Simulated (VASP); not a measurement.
Write the native input for VASP 6.6.1 that does the following.

| Quantity | Value |
| --- | --- |
| Task | relaxation of cell and atoms |
| Functional | PBE |
| Potentials or basis | VASP PAW PBE potentials, release 64 (Be, Se, S) |
| Cutoff | 600 eV |
| k mesh | 8 × 8 × 8 |
| Occupations | gaussian, width 0.02 eV |
| Spin | no spin polarisation |
| Dipole correction | no |
| Further INCAR settings | ALGO = Normal; EDIFF = 1e-07; IBRION = 2; EDIFFG = -0.01; NSW = 100; ISIF = 3 |

The structure of Be3Se2S lies in POSCAR:

```
Be3Se2S
1.0
   -1.7975937834      5.3924606940      2.5312601538
    1.7975937834     -5.3924606940      2.5312601538
    1.7975937834      5.3924606940     -2.5312601538
Be Se S
3 2 1
Direct
    0.4001748658      0.2406186180      0.1595562479
    0.0810623701      0.2406186180      0.8404437521
    0.7681098044      0.2681098044      0.5000000000
    0.3348605463      0.0008190077      0.3340415385
    0.6667774692      0.0008190077      0.6659584615
    0.9990149442      0.9990149442      0.0000000000
```

These files were run (other wordings do the same):

INCAR

```
  PREC = Accurate
  ENCUT = 600
  EDIFF = 1E-7
  ISMEAR = 0
  SIGMA = 0.02
  LREAL = False
  LASPH = True
  NELM = 80
  ALGO = Normal
  ISIF = 3
  LWAVE = False
  LCHARG = False
  GGA = PE
  IBRION = 2
  NSW = 100
  EDIFFG = -0.01
```

KPOINTS

```
Automatic mesh
0
Gamma
  8 8 8
```

Potentials or basis: VASP PAW PBE potentials, release 64 (Be, Se, S).

Command:

```bash
$ cat potpaw_PBE.64/Be/POTCAR potpaw_PBE.64/Se/POTCAR potpaw_PBE.64/S/POTCAR > POTCAR
$ mpirun -np 1 vasp_std > vasp.out
```

Results of the run:

* Relaxed volume: 16.38 Å³/atom
* Relaxed cell: a = 6.221 Å, b = 6.221 Å, c = 6.221 Å, α = 146.43°, β = 59.97°, γ = 131.86°
* Space group after relaxing (to 0.05 Å): Imm2 (No. 44)
* Energy gained by relaxing: 0.2 meV/atom
* Ionic steps: 5
* Pressure after relaxing: 0.0 GPa
* Largest force after relaxing: 0.008 eV/Å
* Band gap on the k mesh: 2.67 eV, indirect (least direct gap 2.85 eV)

Run time: 19 min on 1 thread of Intel(R) Xeon(R) 6975P-C (Granite Rapids), on a shared host, peak memory 0.51 GiB.
